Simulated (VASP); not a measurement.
Here is a VASP 6.6.1 calculation.

INCAR

```
PREC = Accurate
ENCUT = 560
EDIFF = 1E-6
ISMEAR = -1
SIGMA = 0.05
LREAL = F
LASPH = T
NELM = 120
ALGO = Normal
ISIF = 2
LWAVE = F
LCHARG = F
GGA = CA
NBANDS = 23
GGA_COMPAT = F
```

The input KPOINTS:

```
Automatic mesh
0
Gamma
  18 18 10
```

File POSCAR:

```
Ru
1.0
    2.3879927603      0.0000000000      0.0000000000
   -1.1939963801      2.0680623944      0.0000000000
    0.0000000000      0.0000000000      3.8155222410
Ru
2
Direct
    0.3333333333      0.6666666667      0.2500000000
    0.6666666667      0.3333333333      0.7500000000
```

Potentials or basis: VASP PAW LDA potentials, release 64 (Ru_sv).

Run with:

```bash
$ cat potpaw_LDA.64/Ru_sv/POTCAR > POTCAR
$ mpirun -np 1 vasp_std > vasp.out
```

Problem. Predict the band gap on the k mesh.

Solution. Zero (bands 16 and 17 overlap by 5.55 eV).

Problem. Estimate the pressure.

Solution. 258.1 GPa.

Stress tensor (GPa, compression positive):
```
258.14   0.00   0.00
  0.00 258.14   0.00
  0.00   0.00 257.99
```

Caveat: the cell stands under pressure.
